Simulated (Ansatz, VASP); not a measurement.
Two plane-wave programs on Na

```
Na
1.0
     3.57865    0.00000    0.00000
    -1.78933    3.09920    0.00000
     0.00000    0.00000    6.00015
Na
2
Direct
  0.33333 0.66667 0.25000
  0.66667 0.33333 0.75000
```

Change from the starting cell: strain -0.050 along x and y, -0.025 along z, atoms carried along.

Alike in both runs: task single point; functional PBE; k mesh 15 × 15 × 8; occupations gaussian, width 0.15 eV; no spin polarisation.

```csv
,VASP,Ansatz
version,VASP 6.6.1,Ansatz 0.2.0
potentials or method,"VASP PAW PBE potentials, release 64 (Na_pv), cutoff 520 eV","scalar-relativistic, plane waves, PAW"
valence electrons in the cell,14,18
```

```tsv
	VASP	Ansatz	Ansatz less VASP
gap on the k mesh at the Fermi level (eV)	none	none	-
pressure (GPa)	1.0	1.0	+0.02
traceless stress, the component that is largest in VASP (GPa)	-0.25	-0.25	+0.002
```

A gap of «none» marks a metal or a gap that the smearing closes. VASP's potentials hold 14 valence electrons a cell and Ansatz's 18, so a difference there can come from the potentials and not from the codes.
